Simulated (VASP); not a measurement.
# Cl (Pm-3m) in VASP: notebook

The runs below take Cl through single point, with PBE.

Everything below comes from runs of VASP 6.6.1. Logs are shortened: lines on timing, memory, paths and dates and some standing lists are left out, and cuts for length are marked.

## Step 1: The cell of the first run

It takes space group Pm-3m (No. 221, cubic). The conventional cell has a = 2.804 Å, b = 2.804 Å, c = 2.804 Å, α = 90.00°, β = 90.00°, γ = 90.00°. Within 3.7 Å of Cl (site symmetry m-3m) lie 6 Cl at 2.80 Å.

## Step 2: Single point, PBE

Input file INCAR:

```
PREC     = Accurate       # precision mode
ENCUT    = 520            # plane-wave cutoff, eV
EDIFF    = 1E-7           # SCF threshold, eV
ISMEAR   = -1             # smearing method
SIGMA    = 0.06122561905347299 # smearing width, eV
LREAL    = False          # projectors in reciprocal space
LASPH    = True           # aspherical terms in the spheres
NELM     = 100            # most SCF steps
ALGO     = Normal         # electronic algorithm
ISIF     = 2              # what is computed and relaxed
LWAVE    = False          # write WAVECAR
LCHARG   = False          # write CHGCAR
GGA      = PE             # functional
NBANDS   = 10             # bands
```

Input file KPOINTS:

```
regular mesh
0
Gamma
  38 38 38
```

Input file POSCAR:

```
Cl
1.0
    2.8041900956      0.0000000000      0.0000000000
    0.0000000000      2.8041900956      0.0000000000
    0.0000000000      0.0000000000      2.8041900956
Cl
1
Direct
    0.0000000000      0.0000000000      0.0000000000
```

Potentials or basis: VASP PAW PBE potentials, release 64 (Cl).

Run with:

```sh
$ cat potpaw_PBE.64/Cl/POTCAR > POTCAR
$ mpirun -np 1 vasp_std > vasp.out
```

OUTCAR:

```text
PREC = Accurate
   ENCUT = 520
   EDIFF = 1E-7
   ISMEAR = -1
   LREAL = False
   LASPH = True
   NELM = 100
   ISIF = 2
   GGA = PE

 ion  position               nearest neighbor table
   1  0.000  0.000  0.000-

  LATTYP: Found a simple cubic cell.
 ALAT       =     2.8041900956

  Lattice vectors:

 A1 = (   2.8041900956,   0.0000000000,   0.0000000000)
 A2 = (   0.0000000000,   2.8041900956,   0.0000000000)
 A3 = (   0.0000000000,   0.0000000000,   2.8041900956)

Analysis of symmetry for initial positions (statically):
=====================================================================
 Subroutine PRICEL returns:
 Original cell was already a primitive cell.

 Routine SETGRP: Setting up the symmetry group for a
 simple cubic supercell.

 Subroutine GETGRP returns: Found 48 space group operations
 (whereof 48 operations were pure point group operations)
 out of a pool of 48 trial point group operations.

The static configuration has the point symmetry O_h .

Analysis of symmetry for dynamics (positions and initial velocities):
=====================================================================
 Subroutine PRICEL returns:
 Original cell was already a primitive cell.

 Routine SETGRP: Setting up the symmetry group for a
 simple cubic supercell.

 Subroutine GETGRP returns: Found 48 space group operations
 (whereof 48 operations were pure point group operations)
 out of a pool of 48 trial point group operations.

The dynamic configuration has the point symmetry O_h .

 Subroutine INISYM returns: Found 48 space group operations
 (whereof 48 operations are pure point group operations),
 and found     1 'primitive' translations

----------------------------------------------------------------------------------------

                                     Primitive cell

  volume of cell :      22.0507

  direct lattice vectors                    reciprocal lattice vectors
     2.804190096  0.000000000  0.000000000     0.356609205  0.000000000  0.000000000
     0.000000000  2.804190096  0.000000000     0.000000000  0.356609205  0.000000000
     0.000000000  0.000000000  2.804190096     0.000000000  0.000000000  0.356609205

  length of vectors
     2.804190096  2.804190096  2.804190096     0.356609205  0.356609205  0.356609205

  position of ions in fractional coordinates (direct lattice)
     0.000000000  0.000000000  0.000000000

[... 77 lines left out ...]
   EDIFFG = 0.1E-05   stopping-criterion for IOM
   NSW    =      0    number of steps for IOM
   IBRION =     -1    ionic relax: 0-MD 1-quasi-New 2-CG
   NFREE  =      0    steps in history (QN), initial steepest desc. (CG)
   ISIF   =      2    stress and relaxation
   ISYM   =      2    0-nonsym 1-usesym 2-fastsym
   POTIM  = 0.5000    time-step for ionic-motion
   TEBEG  =    0.0;   TEEND  =   0.0 temperature during run
   PSTRESS=    0.0 pullay stress
   NELECT =       7.0000    total number of electrons
   NUPDOWN=      -1.0000    fix difference up-down
   EMIN   =  10.00;   EMAX   =-10.00  energy-range for DOS
   EFERMI =   0.00;   METHOD = LEGACY
   ISMEAR =    -1;   SIGMA  =   0.06  broadening in eV -4-tet -1-fermi 0-gaus
   EFERMI_NEDOS =   21; number of points for ismear=-14 and -15
   IALGO  =     38    algorithm
   IMIX   =      4    mixing-type and parameters
     AMIX     =   0.40;   BMIX     =  1.00
     AMIX_MAG =   1.60;   BMIX_MAG =  1.00
  volume/ion in A,a.u.               =      22.05       148.81
  Fermi-wavevector in a.u.,A,eV,Ry     =   1.116778  2.110404 16.969083  1.247192
  Thomas-Fermi vector in A             =   2.253395
   LORBIT       =      0    0 simple, 1 ext, 2 COOP (PROOUT), +10 PAW based schemes
   GGA     = PE    functional components
   LHFCALC =     F    Hartree Fock is set to
   AEXX    =    0.0000 exact exchange contribution
   IVDW    =     0    specifies the selected vdW correction
   LEPSILON=     F    determine dielectric tensor
   LRPA    =     F    only Hartree local field effects (RPA)
 non-spin polarized calculation
  energy-cutoff  :      520.00
  volume of cell :       22.05
 maximum number of plane-waves:       624
 NGX is ok and might be reduce to    24
   NGX = 11   NGY = 11   NGZ = 11

 number of electron       6.9999999 magnetization

 Free energy of the ion-electron system (eV)
  ---------------------------------------------------
  ext. energy  EPLUGINS =         0.00000000
  ---------------------------------------------------
  free energy    TOTEN  =        -1.17049091 eV

  energy without entropy =       -1.15486233  energy(sigma->0) =       -1.16267662

 E-fermi :   2.0867     XC(G=0):  -9.1776

 val. band max:        2.0865280201   @ k =   0.5000   0.1579   0.1053
 cond. band min:       2.0876398625   @ k =   0.1842   0.0526   0.0263
 fundamental gap:      0.0011118424
 Fermi energy:         2.0867355451

 k-point     1 :       0.0000    0.0000    0.0000
  band No.  band energies     occupation
      1     -14.0857      2.00000
      2       1.9381      1.83788
      3       1.9381      1.83788
      4       1.9381      1.83788
      5      10.4731      0.00000
      6      12.1533      0.00000
      7      12.1533      0.00000
      8      23.0770      0.00000
      9      23.0770      0.00000
     10      23.0770      0.00000
[... 287 lines left out ...]
 k-point    24 :       0.1053    0.0263    0.0000
  band No.  band energies     occupation
      1     -13.9705      2.00000
      2       1.1526      2.00000
      3       1.9481      1.81180
      4       2.0065      1.57534
      5      10.9015      0.00000
      6      12.3257      0.00000
      7      12.9859      0.00000
      8      21.8269      0.00000
      9      21.9212      0.00000
     10      23.0724      0.00000

 [... further k-points ...]

------------------------ aborting loop because EDIFF is reached ----------------------------------------

  FORCE on cell =-STRESS in cart. coord.  units (eV):
  Direction    XX          YY          ZZ          XY          YZ          ZX
  --------------------------------------------------------------------------------------
  -------------------------------------------------------------------------------------
  Total        0.3228302      0.3228302      0.3228302      0.0000000      0.0000000      0.0000000
  in kB       23.4564565     23.4564565     23.4564565      0.0000000      0.0000000      0.0000000
  external PRESSURE =      23.4564565 kB  Pullay stress =       0.0000000 kB

 VOLUME and BASIS-vectors are now :
 -----------------------------------------------------------------------------
  energy-cutoff  :      520.00
  volume of cell :       22.05
      direct lattice vectors                 reciprocal lattice vectors
     2.804190096  0.000000000  0.000000000     0.356609205  0.000000000  0.000000000
     0.000000000  2.804190096  0.000000000     0.000000000  0.356609205  0.000000000
     0.000000000  0.000000000  2.804190096     0.000000000  0.000000000  0.356609205

 POSITION                                       TOTAL-FORCE (eV/Angst)
 -----------------------------------------------------------------------------------
      0.00000      0.00000      0.00000         0.000000      0.000000      0.000000
 -----------------------------------------------------------------------------------
    total drift:                                0.000000      0.000000      0.000000

  FREE ENERGIE OF THE ION-ELECTRON SYSTEM (eV)
  ---------------------------------------------------
  free  energy   TOTEN  =        -1.1704909088 eV

  energy  without entropy=       -1.1548623289  energy(sigma->0) =       -1.16267662
```

OSZICAR:

```text
N       E                     dE             d eps       ncg     rms          rms(c)
DAV:   1     0.195822677677E+02    0.19582E+02   -0.29768E+03 31042   0.531E+02
DAV:   2    -0.461295092703E+00   -0.20044E+02   -0.19458E+02 40760   0.101E+02
DAV:   3    -0.116502699416E+01   -0.70373E+00   -0.68612E+00 37530   0.169E+01
DAV:   4    -0.116781951238E+01   -0.27925E-02   -0.27909E-02 37780   0.130E+00
DAV:   5    -0.116783172653E+01   -0.12214E-04   -0.12214E-04 37784   0.803E-02    0.574E+00
DAV:   6    -0.116927737741E+01   -0.14457E-02   -0.33849E-04 36652   0.136E-01    0.347E+00
DAV:   7    -0.117044578045E+01   -0.11684E-02   -0.88250E-04 33172   0.220E-01    0.303E-02
DAV:   8    -0.117047878569E+01   -0.33005E-04   -0.27850E-05 35782   0.363E-02    0.111E-02
DAV:   9    -0.117049011299E+01   -0.11327E-04   -0.94210E-06 33060   0.197E-02    0.359E-03
DAV:  10    -0.117049079202E+01   -0.67903E-06   -0.16175E-06 34630   0.749E-03    0.790E-04
DAV:  11    -0.117049090496E+01   -0.11294E-06   -0.84078E-08 32902   0.184E-03    0.391E-04
DAV:  12    -0.117049090878E+01   -0.38199E-08   -0.16693E-08 31650   0.848E-04
   1 F= -.11704909E+01 E0= -.11626766E+01  d E =-.156286E-01
```

Wall time 88 s (1 thread of Intel Xeon 6975P-C, shared host); peak memory 0.37 GiB.

Results:

```
Free energy            : -1.1705 eV
Pressure               : 2.3 GPa
Band gap on the k mesh : zero (an odd number of electrons rules out a gap without spin polarisation)
```

Caveat: an odd number of electrons without spin polarisation forces a metal; a magnetic or distorted state may lie lower.

## Step 3: Single point, PBE

This run uses another cell than the first one, of 22.52 Å³/atom.

Input file INCAR:

```
SYSTEM = Cl
PREC = Accurate
ENCUT = 520
EDIFF = 1E-6
ISMEAR = -1
SIGMA = 0.06122561905347299
LREAL = .FALSE.
LASPH = .TRUE.
NELM = 100
ALGO = Normal
ISIF = 2
LWAVE = .FALSE.
LCHARG = .FALSE.
GGA = PE
NBANDS = 10
```

Input file KPOINTS:

```
Automatic mesh
0
G
  38 38 38
  0 0 0
```

Input file POSCAR:

```
Cl
1.0
    2.8239385638      0.0000000000      0.0000000000
    0.0000000000      2.8239385638      0.0000000000
    0.0000000000      0.0000000000      2.8239385638
Cl
1
Direct
    0.0000000000      0.0000000000      0.0000000000
```

Potentials or basis: VASP PAW PBE potentials, release 64 (Cl).

Run with:

```sh
$ cat potpaw_PBE.64/Cl/POTCAR > POTCAR
$ mpirun -np 1 vasp_std > vasp.out
```

Run time: 1.9 min. Hardware: 1 thread of Intel Xeon 6975P-C, shared host; peak memory 0.38 GiB.

The run converged. Its results:

| Quantity | Value |
| --- | --- |
| Free energy | -1.1762 eV |
| Pressure | 1.4 GPa |
| Band gap on the k mesh | zero (an odd number of electrons rules out a gap without spin polarisation) |

Levels at points of the mesh, in eV from the Fermi level:
| k point | band 2 | band 3 | band 4 | band 5 | band 6 | band 7 |
| --- | --- | --- | --- | --- | --- | --- |
| (0.00, 0.00, 0.00) | -0.14 | -0.14 | -0.14 | 8.32 | 10.14 | 10.14 |
| (0.50, 0.00, 0.00) | -5.31 | 0.50 | 0.50 | 11.72 | 11.85 | 13.43 |
| (0.50, 0.50, 0.00) | -4.12 | -4.12 | 1.07 | 6.37 | 13.65 | 16.61 |
| (0.50, 0.50, 0.50) | -3.13 | -3.13 | -3.13 | 8.87 | 8.87 | 8.87 |

Caveat: an odd number of electrons without spin polarisation forces a metal; a magnetic or distorted state may lie lower.

## Step 4: Single point, PBE

This run uses another cell than the first one, of 22.99 Å³/atom.

Input file INCAR:

```
PREC = Accurate
ENCUT = 520
EDIFF = 1E-6
ISMEAR = -1
SIGMA = 0.06122561905347299
LREAL = False
LASPH = True
NELM = 100
ALGO = Normal
ISIF = 2
LWAVE = False
LCHARG = True
GGA = PE
LELF = True
LVHAR = True
NBANDS = 10
```

Input file KPOINTS:

```
regular mesh
0
Gamma
  38 38 38
```

Input file POSCAR:

```
Cl
1.0
    2.8434146176      0.0000000000      0.0000000000
    0.0000000000      2.8434146176      0.0000000000
    0.0000000000      0.0000000000      2.8434146176
Cl
1
Direct
    0.0000000000      0.0000000000      0.0000000000
```

Run with:

```sh
$ cat potpaw_PBE.64/Cl/POTCAR > POTCAR
$ mpirun -np 1 vasp_std > vasp.out
```

It took 2 min on 1 thread of Intel Xeon 6975P-C, shared host; peak memory 0.38 GiB.

The run converged. Its results:

```
Free energy            : -1.1793 eV
Pressure               : 0.6 GPa
Band gap on the k mesh : zero (an odd number of electrons rules out a gap without spin polarisation)
```

Levels at points of the mesh, in eV from the Fermi level:
```tsv
k point	band 2	band 3	band 4	band 5	band 6	band 7
(0.00, 0.00, 0.00)	-0.14	-0.14	-0.14	8.26	10.22	10.22
(0.50, 0.00, 0.00)	-5.15	0.48	0.48	11.77	11.77	13.34
(0.50, 0.50, 0.00)	-3.99	-3.99	1.02	6.50	13.61	16.58
(0.50, 0.50, 0.50)	-3.03	-3.03	-3.03	8.96	8.96	8.96
```

Caveat: an odd number of electrons without spin polarisation forces a metal; a magnetic or distorted state may lie lower.

## Step 5: Overview

| cell | gap on the mesh (eV) | pressure (GPa) |
| --- | --- | --- |
| a = 2.804 Å, 1 atom | none | 2.3 |
| a = 2.824 Å, 1 atom | none | 1.4 |
| a = 2.843 Å, 1 atom | none | 0.6 |

Alike in all rows: task single point; level PBE; potentials or basis VASP PAW PBE potentials, release 64 (Cl); no spin polarisation; k mesh 38 × 38 × 38; cutoff (eV) 520; smearing fermi-dirac 0.0612256 eV.

Caveats: an odd number of electrons without spin polarisation forces a metal; a magnetic or distorted state may lie lower.

Absolute energies hang on the potentials; compare differences alone.
